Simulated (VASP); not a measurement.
Here is a VASP 6.6.1 calculation.

Contents of INCAR:

```
  ALGO = Normal
  EDIFF = 1E-6
  ENCUT = 520
  GGA = PE
  ISIF = 2
  ISMEAR = 0
  LASPH = T
  LCHARG = T
  LELF = T
  LREAL = F
  LVHAR = T
  LWAVE = F
  NBANDS = 16
  NELM = 60
  PREC = Accurate
  SIGMA = 0.01
```

Contents of KPOINTS:

```
k-points
0
Gamma
  8 8 8
```

Contents of POSCAR:

```
ZnSe
1.0
    0.0000000000      2.8663043623      2.8663043623
    2.8663043623      0.0000000000      2.8663043623
    2.8663043623      2.8663043623      0.0000000000
Zn Se
1 1
Direct
    0.0000000000      0.0000000000      0.0000000000
    0.7500000000      0.7500000000      0.7500000000
```

Potentials or basis: VASP PAW PBE potentials, release 64 (Zn, Se).

Run with:

```console
$ cat potpaw_PBE.64/Zn/POTCAR potpaw_PBE.64/Se/POTCAR > POTCAR
$ mpirun -np 1 vasp_std > vasp.out
```

Task: Estimate the band gap on the k mesh.

Result: 1.15 eV, direct.

Task: Estimate the pressure.

Result: 0.2 GPa.

PBE gaps usually lie below the measured ones, often by a third to a half.
